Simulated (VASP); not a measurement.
# GaAs (F-43m) in VASP: settings compared

GaAs is run at these levels: PBE, r2SCAN; tasks: single point.

Program: VASP 6.6.1. These are calculated values, not measurements. Logs are shortened: lines on timing, memory, paths and dates and some standing lists are left out, and cuts for length are marked.

### 1 The cell of the first run

The structure is cubic, space group F-43m (No. 216). Conventional cell: a = 5.496 Å, b = 5.496 Å, c = 5.496 Å, α = 90.00°, β = 90.00°, γ = 90.00°. Ga (site symmetry -43m) has 4 As at 2.38 Å within 3.1 Å. As (site symmetry -43m) has 4 Ga at 2.38 Å within 3.1 Å.

### 2 Single point, PBE (strain -3.0%)

INCAR

```
SYSTEM = GaAs
PREC = Accurate ; ENCUT = 520
EDIFF = 1E-6 ; ISMEAR = -1
SIGMA = 0.02 ; LREAL = .False.
LASPH = .True. ; NELM = 100
ALGO = Normal ; ISIF = 2
LWAVE = .False. ; LCHARG = .False.
GGA = PE ; NBANDS = 16
```

KPOINTS

```
Automatic mesh
0
Gamma
  8 8 8
  0 0 0
```

POSCAR

```
GaAs
1.0
    0.0000000000      2.7480925424      2.7480925424
    2.7480925424      0.0000000000      2.7480925424
    2.7480925424      2.7480925424      0.0000000000
Ga As
1 1
Direct
    0.0000000000      0.0000000000      0.0000000000
    0.2500000000      0.2500000000      0.2500000000
```

Potentials or basis: VASP PAW PBE potentials, release 64 (Ga_d, As).

Launch:

```bash
$ cat potpaw_PBE.64/Ga_d/POTCAR potpaw_PBE.64/As/POTCAR > POTCAR
$ mpirun -np 1 vasp_std > vasp.out
```

OUTCAR:

```text
SYSTEM = GaAs
   PREC = Accurate
   ENCUT = 520
   EDIFF = 1E-6
   ISMEAR = -1
   LREAL = .False.
   LASPH = .True.
   NELM = 100
   ISIF = 2
   GGA = PE

 ion  position               nearest neighbor table
   1  0.000  0.000  0.000-   2 2.38   2 2.38   2 2.38   2 2.38
   2  0.250  0.250  0.250-   1 2.38   1 2.38   1 2.38   1 2.38

  LATTYP: Found a face centered cubic cell.
 ALAT       =     5.4961850848

  Lattice vectors:

 A1 = (   0.0000000000,   2.7480925424,   2.7480925424)
 A2 = (   2.7480925424,   0.0000000000,   2.7480925424)
 A3 = (   2.7480925424,   2.7480925424,   0.0000000000)

Analysis of symmetry for initial positions (statically):
=====================================================================
 Subroutine PRICEL returns:
 Original cell was already a primitive cell.

 Routine SETGRP: Setting up the symmetry group for a
 face centered cubic supercell.

 Subroutine GETGRP returns: Found 24 space group operations
 (whereof 24 operations were pure point group operations)
 out of a pool of 48 trial point group operations.

The static configuration has the point symmetry T_d .

Analysis of symmetry for dynamics (positions and initial velocities):
=====================================================================
 Subroutine PRICEL returns:
 Original cell was already a primitive cell.

 Routine SETGRP: Setting up the symmetry group for a
 face centered cubic supercell.

 Subroutine GETGRP returns: Found 24 space group operations
 (whereof 24 operations were pure point group operations)
 out of a pool of 48 trial point group operations.

The dynamic configuration has the point symmetry T_d .

 Subroutine INISYM returns: Found 24 space group operations
 (whereof 24 operations are pure point group operations),
 and found     1 'primitive' translations

----------------------------------------------------------------------------------------

                                     Primitive cell

  volume of cell :      41.5073

  direct lattice vectors                    reciprocal lattice vectors
     0.000000000  2.748092542  2.748092542    -0.181944382  0.181944382  0.181944382
     2.748092542  0.000000000  2.748092542     0.181944382 -0.181944382  0.181944382
     2.748092542  2.748092542  0.000000000     0.181944382  0.181944382 -0.181944382

  length of vectors
     3.886389744  3.886389744  3.886389744     0.315136914  0.315136914  0.315136914

  position of ions in fractional coordinates (direct lattice)
     0.000000000  0.000000000  0.000000000
     0.250000000  0.250000000  0.250000000

  ion indices of the primitive-cell ions
   primitive index   ion index
                 1           1
                 2           2

----------------------------------------------------------------------------------------

 KPOINTS: Automatic mesh

Automatic generation of k-mesh.
 Grid dimensions read from file:
 generate k-points for:    8    8    8

 Generating k-lattice:

  Cartesian coordinates                     Fractional coordinates (reciprocal lattice)
    -0.022743048  0.022743048  0.022743048     0.125000000  0.000000000  0.000000000
     0.022743048 -0.022743048  0.022743048     0.000000000  0.125000000  0.000000000
     0.022743048  0.022743048 -0.022743048     0.000000000  0.000000000  0.125000000

  Length of vectors
     0.039392114  0.039392114  0.039392114

  Shift w.r.t. Gamma in fractional coordinates (k-lattice)
     0.000000000  0.000000000  0.000000000

 Subroutine IBZKPT returns following result:
 ===========================================

 Found     29 irreducible k-points:

 Following reciprocal coordinates:
            Coordinates               Weight
  0.000000  0.000000  0.000000      1.000000
  0.125000  0.000000  0.000000      8.000000
  0.250000  0.000000  0.000000      8.000000
  0.375000  0.000000  0.000000      8.000000
  0.500000  0.000000  0.000000      4.000000
  0.125000  0.125000  0.000000      6.000000
[... 16 lines left out ...]
  0.500000  0.250000  0.125000     48.000000
 -0.375000  0.250000  0.125000     24.000000
 [... further k-points ...]
   k-points           NKPTS =     29   k-points in BZ     NKDIM =     29   number of bands    NBANDS=     16
   number of dos      NEDOS =    301   number of ions     NIONS =      2
   total plane-waves  NPLWV =  27000
   dimension x,y,z NGX =    30 NGY =   30 NGZ =   30
   dimension x,y,z NGXF=    60 NGYF=   60 NGZF=   60
   ions per type =               1   1
   NGX,Y,Z   is equivalent  to a cutoff of  12.83, 12.83, 12.83 a.u.
   NGXF,Y,Z  is equivalent  to a cutoff of  25.67, 25.67, 25.67 a.u.
 SYSTEM =  GaAs
   PREC   = accura    normal or accurate (medium, high low for compatibility)
   ISTART =      0    job   : 0-new  1-cont  2-samecut
   ICHARG =      2    charge: 1-file 2-atom 10-const
   ISPIN  =      1    spin polarized calculation?
   LNONCOLLINEAR =      F non collinear calculations
   LSORBIT =      F    spin-orbit coupling
   LASPH  =      T    aspherical Exc in radial PAW
   ENCUT  =  520.0 eV  38.22 Ry    6.18 a.u.   7.23  7.23  7.23*2*pi/ulx,y,z
   NELM   =    100;   NELMIN=  2; NELMDL= -5     # of ELM steps
   EDIFF  = 0.1E-05   stopping-criterion for ELM
   LREAL  =      F    real-space projection
   EDIFFG = 0.1E-04   stopping-criterion for IOM
   NSW    =      0    number of steps for IOM
   IBRION =     -1    ionic relax: 0-MD 1-quasi-New 2-CG
   NFREE  =      0    steps in history (QN), initial steepest desc. (CG)
   ISIF   =      2    stress and relaxation
   ISYM   =      2    0-nonsym 1-usesym 2-fastsym
   POTIM  = 0.5000    time-step for ionic-motion
   TEBEG  =    0.0;   TEEND  =   0.0 temperature during run
   PSTRESS=    0.0 pullay stress
   NELECT =      18.0000    total number of electrons
   NUPDOWN=      -1.0000    fix difference up-down
   EMIN   =  10.00;   EMAX   =-10.00  energy-range for DOS
   EFERMI =   0.00;   METHOD = LEGACY
   ISMEAR =    -1;   SIGMA  =   0.02  broadening in eV -4-tet -1-fermi 0-gaus
   EFERMI_NEDOS =   21; number of points for ismear=-14 and -15
   IALGO  =     38    algorithm
   IMIX   =      4    mixing-type and parameters
     AMIX     =   0.40;   BMIX     =  1.00
     AMIX_MAG =   1.60;   BMIX_MAG =  1.00
  volume/ion in A,a.u.               =      20.75       140.05
  Fermi-wavevector in a.u.,A,eV,Ry     =   1.239151  2.341656 20.891688  1.535496
  Thomas-Fermi vector in A             =   2.373647
   LORBIT       =      0    0 simple, 1 ext, 2 COOP (PROOUT), +10 PAW based schemes
   GGA     = PE    functional components
   LHFCALC =     F    Hartree Fock is set to
   AEXX    =    0.0000 exact exchange contribution
   IVDW    =     0    specifies the selected vdW correction
   LEPSILON=     F    determine dielectric tensor
   LRPA    =     F    only Hartree local field effects (RPA)
 non-spin polarized calculation
  energy-cutoff  :      520.00
  volume of cell :       41.51
 maximum number of plane-waves:      1139
 NGX is ok and might be reduce to    30
   NGX = 15   NGY = 15   NGZ = 15

 number of electron      18.0000000 magnetization

 Free energy of the ion-electron system (eV)
  ---------------------------------------------------
  ext. energy  EPLUGINS =         0.00000000
  ---------------------------------------------------
  free energy    TOTEN  =        -8.08454674 eV

  energy without entropy =       -8.08454674  energy(sigma->0) =       -8.08454674

 E-fermi :   5.1960     XC(G=0):  -9.9746

 val. band max:        4.7690625000   @ k =   0.0000   0.0000   0.0000
 cond. band min:       5.9475270839   @ k =   0.0000   0.0000   0.0000
 fundamental gap:      1.1784645840
 Fermi energy:         5.1960378417

 k-point     1 :       0.0000    0.0000    0.0000
  band No.  band energies     occupation
      1     -10.2189      2.00000
      2     -10.2189      2.00000
      3     -10.2189      2.00000
      4     -10.1164      2.00000
      5     -10.1164      2.00000
      6      -8.6024      2.00000
[... 8 lines left out ...]
     15      15.1014      0.00000
     16      15.1014      0.00000

 k-point     2 :       0.1250    0.0000    0.0000
  band No.  band energies     occupation
      1     -10.2398      2.00000
      2     -10.2141      2.00000
      3     -10.2141      2.00000
      4     -10.1167      2.00000
      5     -10.1167      2.00000
      6      -8.3944      2.00000
[... 8 lines left out ...]
     15      14.1554      0.00000
     16      14.1554      0.00000

 k-point     3 :       0.2500    0.0000    0.0000
  band No.  band energies     occupation
      1     -10.2825      2.00000
      2     -10.2040      2.00000
      3     -10.2040      2.00000
      4     -10.1161      2.00000
      5     -10.1161      2.00000
      6      -7.8151      2.00000
[... 8 lines left out ...]
     15      13.9165      0.00000
     16      13.9165      0.00000

 k-point     4 :       0.3750    0.0000    0.0000
  band No.  band energies     occupation
      1     -10.3181      2.00000
      2     -10.1960      2.00000
      3     -10.1960      2.00000
      4     -10.1133      2.00000
      5     -10.1133      2.00000
      6      -7.0260      2.00000
[... 8 lines left out ...]
     15      15.2145      0.00000
     16      15.2145      0.00000
[... 324 lines left out ...]
 k-point    22 :       0.3750    0.2500    0.1250
  band No.  band energies     occupation
      1     -10.3109      2.00000
      2     -10.1917      2.00000
      3     -10.1881      2.00000
      4     -10.1278      2.00000
      5     -10.1098      2.00000
      6      -7.3293      2.00000
[... 8 lines left out ...]
     15      16.0649      0.00000
     16      16.6832      0.00000

 k-point    23 :       0.5000    0.2500    0.1250
  band No.  band energies     occupation
      1     -10.3322      2.00000
      2     -10.1870      2.00000
      3     -10.1793      2.00000
      4     -10.1261      2.00000
      5     -10.1103      2.00000
      6      -6.5946      2.00000
[... 8 lines left out ...]
     15      16.0122      0.00000
     16      17.4446      0.00000

 k-point    24 :      -0.3750    0.2500    0.1250
  band No.  band energies     occupation
      1     -10.3401      2.00000
      2     -10.1862      2.00000
      3     -10.1761      2.00000
      4     -10.1227      2.00000
      5     -10.1120      2.00000
      6      -6.1662      2.00000
[... 8 lines left out ...]
     15      16.6579      0.00000
     16      17.4152      0.00000

 [... further k-points ...]

------------------------ aborting loop because EDIFF is reached ----------------------------------------

  FORCE on cell =-STRESS in cart. coord.  units (eV):
  Direction    XX          YY          ZZ          XY          YZ          ZX
  --------------------------------------------------------------------------------------
  -------------------------------------------------------------------------------------
  Total        2.9248305      2.9248305      2.9248305      0.0000000      0.0000000     -0.0000000
  in kB      112.8982543    112.8982543    112.8982543      0.0000000      0.0000000     -0.0000000
  external PRESSURE =     112.8982543 kB  Pullay stress =       0.0000000 kB

 VOLUME and BASIS-vectors are now :
 -----------------------------------------------------------------------------
  energy-cutoff  :      520.00
  volume of cell :       41.51
      direct lattice vectors                 reciprocal lattice vectors
     0.000000000  2.748092542  2.748092542    -0.181944382  0.181944382  0.181944382
     2.748092542  0.000000000  2.748092542     0.181944382 -0.181944382  0.181944382
     2.748092542  2.748092542  0.000000000     0.181944382  0.181944382 -0.181944382

 POSITION                                       TOTAL-FORCE (eV/Angst)
 -----------------------------------------------------------------------------------
      0.00000      0.00000      0.00000        -0.000000     -0.000000     -0.000000
      1.37405      1.37405      1.37405         0.000000      0.000000      0.000000
 -----------------------------------------------------------------------------------
    total drift:                                0.000001      0.000001      0.000001

  FREE ENERGIE OF THE ION-ELECTRON SYSTEM (eV)
  ---------------------------------------------------
  free  energy   TOTEN  =        -8.0845467364 eV

  energy  without entropy=       -8.0845467364  energy(sigma->0) =       -8.08454674
```

Wall time 12 s (1 thread of Intel Xeon 6975P-C (Granite Rapids), shared host); peak memory 0.17 GiB.

Results:

```
Free energy            : -8.0845 eV
Pressure               : 11.3 GPa
Band gap on the k mesh : 1.18 eV, direct
```

Caveat: the cell differs from its parent crystal (strain -3.0%).

(Continued in part 2 of 2.)
